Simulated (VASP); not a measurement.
Si4IrPd, 12 atoms in the cell. Symmetry: I4_1/amd, No. 141, tetragonal system. The conventional cell has a = 5.759 Å, b = 5.759 Å, c = 11.478 Å, α = 90.00°, β = 90.00°, γ = 90.00°. Within 3.3 Å of Si (site symmetry 2) lie 2 Ir at 2.48 Å and 2 Pd at 2.50 Å and 6 Si at 2.83 to 2.92 Å. Within 3.3 Å of Pd (site symmetry -4m2) lie 8 Si at 2.50 Å. Within 3.3 Å of Ir (site symmetry -4m2) lie 8 Si at 2.48 Å. 

```yaml
Program: VASP 6.6.1
Task: single point
Functional: PBE
Potentials_or_basis: VASP PAW PBE potentials, release 64 (Si, Pd, Ir)
Cutoff: 520 eV
k_mesh: 8 × 8 × 8
Occupations: gaussian, width 0.1 eV
Spin: no spin polarisation
Dipole_correction: no
Further_INCAR_settings: ALGO = Normal; EDIFF = 1e-06; NBANDS = 47
```

Potentials or basis: VASP PAW PBE potentials, release 64 (Si, Pd, Ir).

Launch:

```sh
$ cat potpaw_PBE.64/Si/POTCAR potpaw_PBE.64/Pd/POTCAR potpaw_PBE.64/Ir/POTCAR > POTCAR
$ mpirun -np 1 vasp_std > vasp.out
```

Hardware: 1 thread of Oxide Virtual Turin-like Processor (shared host).

Task: How long does it take, and how much memory?

Result: Run time: 14 min on 1 thread of Oxide Virtual Turin-like Processor, with other jobs on the host, peak memory 0.66 GiB. Counts: scf iterations 15, k points 59.
